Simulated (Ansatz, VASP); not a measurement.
# P: VASP beside Ansatz

```
CELL_PARAMETERS angstrom
1.59617 -4.56795 0.00000
1.59617 4.56795 0.00000
0.00000 0.00000 3.82243
ATOMIC_POSITIONS crystal
P 0.66887 0.33113 0.50000
P 0.33113 0.66887 0.50000
P 0.50000 0.50000 0.00000
```

Alike in both runs: functional PBE; k mesh 16 × 16 × 12; occupations gaussian, width 0.1 eV; no spin polarisation.

Ansatz relaxed the structure, and its values are those at the end. VASP's run is a single point on that final structure, the one shown.

|  | VASP | Ansatz |
| --- | --- | --- |
| version | VASP 6.6.1 | Ansatz 0.2.0 |
| potentials or method | VASP PAW PBE potentials, release 64 (P), cutoff 520 eV | scalar-relativistic, plane waves, PAW |
| valence electrons in the cell | 15 | 15 |

Ansatz gave:

- gap on the k mesh at the Fermi level (eV): none
- pressure (GPa): 0.0
- rms of the force components (eV/Å): 0.003

Task: Which values does VASP return?

Result: gap on the k mesh at the Fermi level (eV): none; pressure (GPa): -0.2; rms of the force components (eV/Å): 0.022.

A gap of «none» marks a metal or a gap that the smearing closes. With one functional, cell and mesh, what is left measures potentials, basis and numerics.
